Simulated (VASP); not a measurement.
# HgTe (zincblende type): single point with PBE

Crystal: HgTe (zincblende type).

```
Hg Te
1.0
     0.00000    3.32586    3.32586
     3.32586    0.00000    3.32586
     3.32586    3.32586    0.00000
Hg Te
1 1
Cartesian
  0.0000 0.0000 0.0000
  1.6629 1.6629 1.6629
```

- Program: VASP 6.6.1
- Task: single point
- Functional: PBE
- Potentials or basis: VASP PAW PBE potentials, release 64 (Hg, Te)
- Cutoff: 500 eV
- k mesh: 11 × 11 × 11
- Occupations: fermi-dirac, width 0.05 eV
- Spin: no spin polarisation

- Pressure: 0.0 GPa
- Band gap on the k mesh: zero (filled and empty bands touch)

Levels at points of the mesh, in eV from the Fermi level:
| k point | band 6 | band 7 | band 8 | band 9 | band 10 | band 11 | band 12 | band 13 |
| --- | --- | --- | --- | --- | --- | --- | --- | --- |
| (0.00, 0.00, 0.00) | -6.56 | -1.02 | -0.10 | -0.10 | -0.10 | 4.27 | 4.27 | 4.27 |

It took 78 s on 1 thread of Intel Xeon 8259CL (shared host), peak memory 0.24 GiB.

Caveat: spin-orbit coupling is left out, which moves the levels of the heavy elements.
